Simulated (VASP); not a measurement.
# CoO (F-43m) in VASP: a series of runs

Runs on CoO. Level: PBE+U. Tasks: single point.

Everything below comes from runs of VASP 6.6.1. Logs are shortened: lines on timing, memory, paths and dates and some standing lists are left out, and cuts for length are marked.

### Step 1. The cell of the first run

Symmetry: F-43m, No. 216, cubic system. The conventional cell has a = 4.639 Å, b = 4.639 Å, c = 4.639 Å, α = 90.00°, β = 90.00°, γ = 90.00°. Co (site symmetry -43m) has 4 O at 2.01 Å within 2.7 Å. O (site symmetry -43m) has 4 Co at 2.01 Å within 2.7 Å.

### Step 2. Single point, PBE+U, collinear spin, ferromagnetic start

The input, INCAR:

```
  PREC = Accurate
  ENCUT = 520
  EDIFF = 1E-6
  ISMEAR = 0
  SIGMA = 0.02
  LREAL = False
  LASPH = True
  NELM = 150
  ALGO = Normal
  ISIF = 2
  LWAVE = False
  LCHARG = False
  ISPIN = 2
  MAGMOM = 0.5 0
  LORBIT = 11
  LMAXMIX = 4
  LDAU = True
  LDAUTYPE = 2
  LDAUL = 2 -1
  LDAUU = 3.32 0
  LDAUJ = 0 0
  LDAUPRINT = 1
  GGA = PE
  NBANDS = 18
```

The input, KPOINTS:

```
Automatic mesh
0
Gamma
  14 14 14
```

The input, POSCAR:

```
CoO
1.0
    0.0000000000      2.3192549574      2.3192549574
    2.3192549574      0.0000000000      2.3192549574
    2.3192549574      2.3192549574      0.0000000000
Co O
1 1
Direct
    0.0000000000      0.0000000000      0.0000000000
    0.2500000000      0.2500000000      0.2500000000
```

Potentials or basis: VASP PAW PBE potentials, release 64 (Co, O).

Command:

```sh
$ cat potpaw_PBE.64/Co/POTCAR potpaw_PBE.64/O/POTCAR > POTCAR
$ mpirun -np 1 vasp_std > vasp.out
```

OUTCAR:

```text
PREC = Accurate
   ENCUT = 520
   EDIFF = 1E-6
   ISMEAR = 0
   LREAL = False
   LASPH = True
   NELM = 150
   ISIF = 2
   ISPIN = 2
   LORBIT = 11
   GGA = PE

 ion  position               nearest neighbor table
   1  0.000  0.000  0.000-   2 2.01   2 2.01   2 2.01   2 2.01
   2  0.250  0.250  0.250-   1 2.01   1 2.01   1 2.01   1 2.01

  LATTYP: Found a face centered cubic cell.
 ALAT       =     4.6385099148

  Lattice vectors:

 A1 = (   0.0000000000,   2.3192549574,   2.3192549574)
 A2 = (   2.3192549574,   0.0000000000,   2.3192549574)
 A3 = (   2.3192549574,   2.3192549574,   0.0000000000)

Analysis of symmetry for initial positions (statically):
=====================================================================
 Subroutine PRICEL returns:
 Original cell was already a primitive cell.

 Routine SETGRP: Setting up the symmetry group for a
 face centered cubic supercell.

 Subroutine GETGRP returns: Found 24 space group operations
 (whereof 24 operations were pure point group operations)
 out of a pool of 48 trial point group operations.

The static configuration has the point symmetry T_d .

Analysis of symmetry for dynamics (positions and initial velocities):
=====================================================================
 Subroutine PRICEL returns:
 Original cell was already a primitive cell.

 Routine SETGRP: Setting up the symmetry group for a
 face centered cubic supercell.

 Subroutine GETGRP returns: Found 24 space group operations
 (whereof 24 operations were pure point group operations)
 out of a pool of 48 trial point group operations.

The dynamic configuration has the point symmetry T_d .

Analysis of structural, dynamic, and magnetic symmetry:
=====================================================================
 Subroutine PRICEL returns:
 Original cell was already a primitive cell.

 Routine SETGRP: Setting up the symmetry group for a
 face centered cubic supercell.

 Subroutine GETGRP returns: Found 24 space group operations
 (whereof 24 operations were pure point group operations)
 out of a pool of 48 trial point group operations.

The overall configuration has the point symmetry T_d .

 Subroutine INISYM returns: Found 24 space group operations
 (whereof 24 operations are pure point group operations),
 and found     1 'primitive' translations

----------------------------------------------------------------------------------------

                                     Primitive cell

  volume of cell :      24.9503

  direct lattice vectors                    reciprocal lattice vectors
     0.000000000  2.319254957  2.319254957    -0.215586475  0.215586475  0.215586475
     2.319254957  0.000000000  2.319254957     0.215586475 -0.215586475  0.215586475
     2.319254957  2.319254957  0.000000000     0.215586475  0.215586475 -0.215586475

  length of vectors
     3.279921815  3.279921815  3.279921815     0.373406727  0.373406727  0.373406727

  position of ions in fractional coordinates (direct lattice)
     0.000000000  0.000000000  0.000000000
     0.250000000  0.250000000  0.250000000

  ion indices of the primitive-cell ions
   primitive index   ion index
                 1           1
                 2           2

----------------------------------------------------------------------------------------

 KPOINTS: Automatic mesh

Automatic generation of k-mesh.
 Grid dimensions read from file:
 generate k-points for:   14   14   14

 Generating k-lattice:

  Cartesian coordinates                     Fractional coordinates (reciprocal lattice)
    -0.015399034  0.015399034  0.015399034     0.071428571  0.000000000  0.000000000
     0.015399034 -0.015399034  0.015399034     0.000000000  0.071428571  0.000000000
     0.015399034  0.015399034 -0.015399034     0.000000000  0.000000000  0.071428571

  Length of vectors
     0.026671909  0.026671909  0.026671909

  Shift w.r.t. Gamma in fractional coordinates (k-lattice)
     0.000000000  0.000000000  0.000000000

 Subroutine IBZKPT returns following result:
 ===========================================

 Found    104 irreducible k-points:

 Following reciprocal coordinates:
            Coordinates               Weight
  0.000000  0.000000  0.000000      1.000000
  0.071429  0.000000  0.000000      8.000000
  0.142857  0.000000  0.000000      8.000000
  0.214286  0.000000  0.000000      8.000000
  0.285714  0.000000  0.000000      8.000000
  0.357143  0.000000  0.000000      8.000000
[... 16 lines left out ...]
  0.214286  0.142857  0.000000     24.000000
  0.285714  0.142857  0.000000     24.000000
 [... further k-points ...]
   k-points           NKPTS =    104   k-points in BZ     NKDIM =    104   number of bands    NBANDS=     18
   number of dos      NEDOS =    301   number of ions     NIONS =      2
   total plane-waves  NPLWV =  13824
   dimension x,y,z NGX =    24 NGY =   24 NGZ =   24
   dimension x,y,z NGXF=    48 NGYF=   48 NGZF=   48
   ions per type =               1   1
   NGX,Y,Z   is equivalent  to a cutoff of  12.16, 12.16, 12.16 a.u.
   NGXF,Y,Z  is equivalent  to a cutoff of  24.33, 24.33, 24.33 a.u.
 SYSTEM =  unknown system
   PREC   = accura    normal or accurate (medium, high low for compatibility)
   ISTART =      0    job   : 0-new  1-cont  2-samecut
   ICHARG =      2    charge: 1-file 2-atom 10-const
   ISPIN  =      2    spin polarized calculation?
   LNONCOLLINEAR =      F non collinear calculations
   LSORBIT =      F    spin-orbit coupling
   LASPH  =      T    aspherical Exc in radial PAW
   ENCUT  =  520.0 eV  38.22 Ry    6.18 a.u.   6.10  6.10  6.10*2*pi/ulx,y,z
   NELM   =    150;   NELMIN=  2; NELMDL= -5     # of ELM steps
   EDIFF  = 0.1E-05   stopping-criterion for ELM
   LREAL  =      F    real-space projection
   EDIFFG = 0.1E-04   stopping-criterion for IOM
   NSW    =      0    number of steps for IOM
   IBRION =     -1    ionic relax: 0-MD 1-quasi-New 2-CG
   NFREE  =      0    steps in history (QN), initial steepest desc. (CG)
   ISIF   =      2    stress and relaxation
   ISYM   =      2    0-nonsym 1-usesym 2-fastsym
   POTIM  = 0.5000    time-step for ionic-motion
   TEBEG  =    0.0;   TEEND  =   0.0 temperature during run
   PSTRESS=    0.0 pullay stress
   NELECT =      15.0000    total number of electrons
   NUPDOWN=      -1.0000    fix difference up-down
   EMIN   =  10.00;   EMAX   =-10.00  energy-range for DOS
   EFERMI =   0.00;   METHOD = LEGACY
   ISMEAR =     0;   SIGMA  =   0.02  broadening in eV -4-tet -1-fermi 0-gaus
   EFERMI_NEDOS =   21; number of points for ismear=-14 and -15
   IALGO  =     38    algorithm
   IMIX   =      4    mixing-type and parameters
     AMIX     =   0.40;   BMIX     =  1.00
     AMIX_MAG =   1.60;   BMIX_MAG =  1.00
  volume/ion in A,a.u.               =      12.48        84.19
  Fermi-wavevector in a.u.,A,eV,Ry     =   1.381699  2.611032 25.974773  1.909092
  Thomas-Fermi vector in A             =   2.506459
   LORBIT       =     11    0 simple, 1 ext, 2 COOP (PROOUT), +10 PAW based schemes
 LDA+U is selected, type is set to LDAUTYPE =  2
   angular momentum for each species LDAUL =     2   -1
   U (eV)           for each species LDAUU =   3.3  0.0
   J (eV)           for each species LDAUJ =   0.0  0.0
   GGA     = PE    functional components
   LHFCALC =     F    Hartree Fock is set to
   AEXX    =    0.0000 exact exchange contribution
   IVDW    =     0    specifies the selected vdW correction
   LEPSILON=     F    determine dielectric tensor
   LRPA    =     F    only Hartree local field effects (RPA)
 spin polarized calculation
 Gauss-broadening in eV      SIGMA  =   0.02
  energy-cutoff  :      520.00
  volume of cell :       24.95
 maximum number of plane-waves:       692
   NGX = 13   NGY = 13   NGZ = 13

atom =   1  type =  1  l = 2

 onsite density matrix

spin component  1

  0.9863  0.0000 -0.0000  0.0000  0.0000
  0.0000  0.9863  0.0000 -0.0000 -0.0000
 -0.0000  0.0000  0.9695  0.0000 -0.0000
  0.0000 -0.0000  0.0000  0.9863  0.0000
  0.0000 -0.0000 -0.0000  0.0000  0.9695

spin component  2

  0.1157  0.0000  0.0000 -0.0000 -0.0000
  0.0000  0.1157 -0.0000  0.0000 -0.0000
  0.0000 -0.0000  0.9524  0.0000 -0.0000
 -0.0000  0.0000  0.0000  0.1157  0.0000
 -0.0000 -0.0000 -0.0000  0.0000  0.9524

 occupancies and eigenvectors

  o =  0.1157  v =  0.0000  0.0000  0.0000  0.0000  0.0000  1.0000  0.0000  0.0000  0.0000  0.0000      0.0000  0.0000  0.0000  0.0000  0.0000  0.0000  0.0000  0.0000  0.0000  0.0000
  o =  0.1157  v =  0.0000  0.0000  0.0000  0.0000  0.0000  0.0000  0.7052 -0.0000 -0.7090 -0.0000      0.0000  0.0000  0.0000  0.0000  0.0000  0.0000  0.0000  0.0000  0.0000  0.0000
  o =  0.1157  v =  0.0000  0.0000  0.0000  0.0000  0.0000  0.0000  0.7090  0.0000  0.7052  0.0000      0.0000  0.0000  0.0000  0.0000  0.0000  0.0000  0.0000  0.0000  0.0000  0.0000
  o =  0.9524  v =  0.0000  0.0000  0.0000  0.0000  0.0000  0.0000  0.0000 -0.9968  0.0000  0.0804      0.0000  0.0000  0.0000  0.0000  0.0000  0.0000  0.0000  0.0000  0.0000  0.0000
  o =  0.9524  v =  0.0000  0.0000  0.0000  0.0000  0.0000  0.0000  0.0000 -0.0804  0.0000 -0.9968      0.0000  0.0000  0.0000  0.0000  0.0000  0.0000  0.0000  0.0000  0.0000  0.0000
  o =  0.9695  v =  0.0000 -0.0000 -0.9937 -0.0000  0.1117  0.0000  0.0000  0.0000  0.0000  0.0000      0.0000  0.0000  0.0000  0.0000  0.0000  0.0000  0.0000  0.0000  0.0000  0.0000
  o =  0.9695  v =  0.0000 -0.0000  0.1117 -0.0000  0.9937  0.0000  0.0000  0.0000  0.0000  0.0000      0.0000  0.0000  0.0000  0.0000  0.0000  0.0000  0.0000  0.0000  0.0000  0.0000
  o =  0.9863  v =  1.0000  0.0000  0.0000  0.0000  0.0000  0.0000  0.0000  0.0000  0.0000  0.0000      0.0000  0.0000  0.0000  0.0000  0.0000  0.0000  0.0000  0.0000  0.0000  0.0000
  o =  0.9863  v =  0.0000 -0.0740 -0.0000  0.9973  0.0000  0.0000  0.0000  0.0000  0.0000  0.0000      0.0000  0.0000  0.0000  0.0000  0.0000  0.0000  0.0000  0.0000  0.0000  0.0000
  o =  0.9863  v =  0.0000 -0.9973  0.0000 -0.0740 -0.0000  0.0000  0.0000  0.0000  0.0000  0.0000      0.0000  0.0000  0.0000  0.0000  0.0000  0.0000  0.0000  0.0000  0.0000  0.0000

 number of electron      14.9999989 magnetization       2.9997361

 Free energy of the ion-electron system (eV)
  ---------------------------------------------------
  ext. energy  EPLUGINS =         0.00000000
  ---------------------------------------------------
  free energy    TOTEN  =       -12.14912816 eV

  energy without entropy =      -12.14912816  energy(sigma->0) =      -12.14912816

 E-fermi :   4.7069     XC(G=0): -10.6403

 val. band max:        4.5341188145   @ k =   0.0000   0.0000   0.0000
 cond. band min:       5.1225806660   @ k =   0.0000   0.0000   0.0000
 fundamental gap:      0.5884618514
 Fermi energy:         4.7068941799

 spin component 1

 k-point     1 :       0.0000    0.0000    0.0000
  band No.  band energies     occupation
      1     -13.8480      1.00000
      2      -1.4846      1.00000
      3      -1.4846      1.00000
      4      -1.4845      1.00000
      5       1.4375      1.00000
      6       1.4377      1.00000
[... 10 lines left out ...]
     17      24.6369      0.00000
     18      26.0202      0.00000
[... 463 lines left out ...]
 k-point    24 :       0.2857    0.1429    0.0000
  band No.  band energies     occupation
      1     -13.5513      1.00000
      2      -1.6533      1.00000
      3      -1.1654      1.00000
      4      -1.1475      1.00000
      5       1.1220      1.00000
      6       1.4938      1.00000
[... 10 lines left out ...]
     17      28.4869      0.00000
     18      29.2560      0.00000

 [... further k-points ...]

 spin component 2

 k-point     1 :       0.0000    0.0000    0.0000
  band No.  band energies     occupation
      1     -13.4917      1.00000
      2       1.3228      1.00000
      3       1.3229      1.00000
      4       1.3232      1.00000
      5       2.9984      1.00000
      6       2.9996      1.00000
[... 10 lines left out ...]
     17      25.5492      0.00000
     18      26.4528      0.00000
[... 463 lines left out ...]
 k-point    24 :       0.2857    0.1429    0.0000
  band No.  band energies     occupation
      1     -13.1494      1.00000
      2       0.0400      1.00000
      3       1.2140      1.00000
      4       1.3017      1.00000
      5       3.1833      1.00000
      6       3.2116      1.00000
[... 10 lines left out ...]
     17      29.5835      0.00000
     18      30.5385      0.00000

 [... further k-points ...]

------------------------ aborting loop because EDIFF is reached ----------------------------------------

  FORCE on cell =-STRESS in cart. coord.  units (eV):
  Direction    XX          YY          ZZ          XY          YZ          ZX
  --------------------------------------------------------------------------------------
  -------------------------------------------------------------------------------------
  Total       -0.2654860     -0.2654860     -0.2654860      0.0000000      0.0000000      0.0000000
  in kB      -17.0481288    -17.0481288    -17.0481288      0.0000000      0.0000000      0.0000000
  external PRESSURE =     -17.0481288 kB  Pullay stress =       0.0000000 kB

 VOLUME and BASIS-vectors are now :
 -----------------------------------------------------------------------------
  energy-cutoff  :      520.00
  volume of cell :       24.95
      direct lattice vectors                 reciprocal lattice vectors
     0.000000000  2.319254957  2.319254957    -0.215586475  0.215586475  0.215586475
     2.319254957  0.000000000  2.319254957     0.215586475 -0.215586475  0.215586475
     2.319254957  2.319254957  0.000000000     0.215586475  0.215586475 -0.215586475

 POSITION                                       TOTAL-FORCE (eV/Angst)
 -----------------------------------------------------------------------------------
      0.00000      0.00000      0.00000         0.000000      0.000000      0.000000
      1.15963      1.15963      1.15963        -0.000000     -0.000000     -0.000000
 -----------------------------------------------------------------------------------
    total drift:                                0.000001      0.000001      0.000001

  FREE ENERGIE OF THE ION-ELECTRON SYSTEM (eV)
  ---------------------------------------------------
  free  energy   TOTEN  =       -12.1491281578 eV

  energy  without entropy=      -12.1491281578  energy(sigma->0) =      -12.14912816

 total charge

# of ion       s       p       d       tot
------------------------------------------
    1        0.337   0.395   7.126   7.858
    2        1.546   3.452   0.000   4.998
--------------------------------------------------
tot          1.884   3.847   7.126  12.856

 magnetization (x)

# of ion       s       p       d       tot
------------------------------------------
    1        0.020   0.045   2.645   2.710
    2        0.014   0.167   0.000   0.181
--------------------------------------------------
tot          0.035   0.212   2.645   2.891
```

Wall time 1.8 min (1 thread of Intel Xeon 8259CL, shared host); peak memory 0.2 GiB.

What came out:

| Property | Result |
| --- | --- |
| Free energy | -12.1491 eV |
| Pressure | -1.7 GPa |
| Band gap on the k mesh | 0.59 eV |
| Net moment | 3.00 μB per cell |
| Site moments | Co +2.71; O +0.18 μB |
| Valence electrons inside the program's atomic spheres | Co 7.86; O 5.00 |

Eigenvalues of the final occupation matrices:
| site | spin | trace | eigenvalues |
| --- | --- | --- | --- |
| site 1 d | 1 | 4.90 | 0.97 0.97 0.99 0.99 0.99 |
| site 1 d | 2 | 2.25 | 0.12 0.12 0.12 0.95 0.95 |

Caveat: a cell with one magnetic atom can't hold antiferromagnetic order, which such compounds often take. A k mesh can miss the band edges.

### Step 3. Single point, PBE+U, collinear spin, ferromagnetic start

The input, INCAR:

```
ALGO = Normal
EDIFF = 1E-6
ENCUT = 520
GGA = PE
ISIF = 2
ISMEAR = -1
ISPIN = 2
LASPH = T
LCHARG = F
LDAU = T
LDAUJ = 0 0
LDAUL = 2 -1
LDAUPRINT = 1
LDAUTYPE = 2
LDAUU = 3.32 0
LMAXMIX = 4
LORBIT = 11
LREAL = F
LWAVE = F
MAGMOM = 3 0
NBANDS = 18
NELM = 150
PREC = Accurate
SIGMA = 0.05
```

The input, KPOINTS:

```
k-points
0
Gamma
  14 14 14
```

POSCAR is that of step 2.

Potentials or basis: VASP PAW PBE potentials, release 64 (Co, O).

Command:

```sh
$ cat potpaw_PBE.64/Co/POTCAR potpaw_PBE.64/O/POTCAR > POTCAR
$ mpirun -np 1 vasp_std > vasp.out
```

Run time: 1.9 min. Hardware: 1 thread of Intel Xeon 8259CL, shared host; peak memory 0.2 GiB.

The run converged. Its results:

```
Free energy                                           : -12.1491 eV
Pressure                                              : -1.7 GPa
Band gap on the k mesh                                : 0.59 eV
Net moment                                            : 3.00 μB per cell
Site moments                                          : Co +2.71; O +0.18 μB
Valence electrons inside the program's atomic spheres : Co 7.86; O 5.00
```

Levels at points of the mesh, in eV from the valence-band top:
Spin up:
```csv
k point,band 5,band 6,band 7,band 8,band 9,band 10,band 11,band 12,band 13,band 14
"(0.00, 0.00, 0.00)",-3.10,-3.10,0.00,0.00,0.00,0.59,14.05,14.05,14.05,19.35
"(0.50, 0.00, 0.00)",-3.75,-3.16,-3.16,-0.73,-0.73,5.88,7.22,13.28,13.28,16.99
"(0.50, 0.50, 0.00)",-4.24,-2.85,-2.23,-2.23,-2.03,5.11,9.82,10.98,14.05,14.05
```
Spin down:
| k point | band 2 | band 3 | band 4 | band 5 | band 6 | band 7 | band 8 | band 9 | band 10 | band 11 |
| --- | --- | --- | --- | --- | --- | --- | --- | --- | --- | --- |
| (0.00, 0.00, 0.00) | -3.21 | -3.21 | -3.21 | -1.54 | -1.54 | 1.30 | 4.19 | 4.19 | 4.19 | 14.60 |
| (0.50, 0.00, 0.00) | -5.09 | -3.44 | -3.44 | -0.99 | -0.99 | 2.25 | 3.43 | 3.43 | 6.48 | 8.40 |
| (0.50, 0.50, 0.00) | -5.45 | -3.09 | -3.09 | -1.25 | -0.70 | 1.20 | 2.93 | 2.93 | 7.06 | 10.67 |

Eigenvalues of the final occupation matrices:
```
    site  spin  trace               eigenvalues
site 1 d     1   4.90  0.97 0.97 0.99 0.99 0.99
site 1 d     2   2.25  0.12 0.12 0.12 0.95 0.95
```

Caveat: a cell with one magnetic atom can't hold antiferromagnetic order, which such compounds often take. A k mesh can miss the band edges.
